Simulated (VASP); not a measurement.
Input of a VASP 6.6.1 run:

INCAR

```
SYSTEM = WSe2
PREC = Accurate ; ENCUT = 520
EDIFF = 1E-6 ; ISMEAR = 0
SIGMA = 0.05 ; LREAL = .FALSE.
LASPH = .TRUE. ; NELM = 80
ALGO = Normal ; ISIF = 2
LWAVE = .FALSE. ; LCHARG = .FALSE.
GGA = PS ; NBANDS = 35
```

Contents of KPOINTS:

```
Automatic mesh
0
G
  9 9 2
  0 0 0
```

The input POSCAR:

```
WSe2
1.0
   -3.2711504052      0.0000000000      0.0000000000
   -1.6355752026     -2.8328993505      0.0000000000
    0.0000000000      0.0000000000     19.2206689562
W Se
2 4
Direct
    0.3333333333      0.3333333333      0.5158770353
    0.6666666667      0.6666666667      0.1719590118
    0.3333333333      0.3333333333      0.0848694631
    0.6666666667      0.6666666667      0.4287874866
    0.3333333333      0.3333333333      0.2590485605
    0.6666666667      0.6666666667      0.6029665840
```

Potentials or basis: VASP PAW PBE potentials, release 64 (W_sv, Se).

Run with:

```sh
$ cat potpaw_PBE.64/W_sv/POTCAR potpaw_PBE.64/Se/POTCAR > POTCAR
$ mpirun -np 1 vasp_std > vasp.out
```

(1) Predict the band gap on the k mesh.

(2) Estimate the largest force.

## Answers

(1) 1.51 eV, indirect (least direct gap 1.64 eV).

(2) 0.068 eV/Å.

Caveat: the PAW data sets were made with another functional, which shifts forces and pressure a little; spin-orbit coupling is left out, which moves the levels of the heavy elements.
